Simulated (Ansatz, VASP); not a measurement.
Two plane-wave programs on BN

```
B N
1.0
     0.00000    1.80483    1.80483
     1.80483    0.00000    1.80483
     1.80483    1.80483    0.00000
B N
1 1
Direct
  0.00000 0.00000 0.00000
  0.25000 0.25000 0.25000
```

Alike in both runs: task single point; functional r2SCAN; k mesh 12 × 12 × 12; no spin polarisation.

|  | VASP | Ansatz |
| --- | --- | --- |
| version | VASP 6.6.1 | Ansatz 0.2.0 |
| potentials or method | VASP PAW PBE potentials, release 64 (B_h, N_h) | plane waves, PAW |
| plane-wave cutoff (eV) | 1460 | 500 |
| occupations | gaussian, width 0.01 eV | fixed |
| valence electrons in the cell | 8 | 8 |

|  | VASP | Ansatz | Ansatz less VASP |
| --- | --- | --- | --- |
| gap on the k mesh at the Fermi level (eV) | 5.00 | 5.00 | +0.005 |
| pressure (GPa) | -0.4 | 0.0 | +0.46 |

VASP's potentials were made for PBE, not for r2SCAN.
